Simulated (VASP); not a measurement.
Runs of VASP 6.6.1 on LuHfO. The structure is that of space group P-6m2 (No. 187), or close to it. The cells are those of the table. The cell was built from a structure type or drawn by symmetry, and may not be a known phase.

| task | cell | k mesh | cutoff (eV) | gap on the mesh (eV) | pressure (GPa) | relaxed volume (Å³/atom) |
| --- | --- | --- | --- | --- | --- | --- |
| single point | a = 4.869, b = 4.869, c = 2.904 Å, angles 90.0, 90.0, 120.0°, 3 atoms | 12 × 12 × 16 | 520 | none | -0.2 | - |
| single point | a = 4.062, b = 4.062, c = 4.478 Å, angles 90.0, 90.0, 120.0°, 3 atoms | 6 × 6 × 4 | 520 | none | (a) | - |
| single point | a = 4.865, b = 4.865, c = 2.902 Å, angles 90.0, 90.0, 120.0°, 3 atoms | 6 × 6 × 6 | 520 | none | -0.2 | - |
| relaxation of cell and atoms | relaxed from a = 4.887, b = 4.887, c = 2.926 Å, angles 90.0, 90.0, 120.0°, 3 atoms | 6 × 6 × 6 | 600 | none | 0.0 | 19.80 |
| relaxation of cell and atoms | relaxed from a = 4.865, b = 4.865, c = 2.902 Å, angles 90.0, 90.0, 120.0°, 3 atoms | 12 × 12 × 16 | 600 | none | 0.1 | 19.77 |
| relaxation of cell and atoms | relaxed from a = 4.062, b = 4.062, c = 4.478 Å, angles 90.0, 90.0, 120.0°, 3 atoms | 6 × 6 × 4 | 600 | none | -0.1 | 20.03 |
| single point | a = 4.887, b = 4.887, c = 2.926 Å, angles 90.0, 90.0, 120.0°, 3 atoms | 6 × 6 × 4 | 520 | none | -0.1 | - |

Alike in all rows: level PBE; potentials or basis VASP PAW PBE potentials, release 64 (Lu, Hf_pv, O); no spin polarisation; smearing gaussian 0.1 eV.

**Question.** Fill in the values left out.

**Answer.** (a) 9.6.

Caveats: some runs use coarse meshes; spin-orbit coupling is left out, which moves the levels of the heavy elements; an odd number of electrons without spin polarisation forces a metal; a magnetic or distorted state may lie lower; the cell stands under pressure (at least some runs); a cell axis changed by over 15 % at a fixed basis, so the end point is rough (at least some runs).

A k mesh can miss the band edges, and the runs leave out spin-orbit coupling on Hf, Lu.

A gap of «none» marks levels without a gap at the run's occupations.
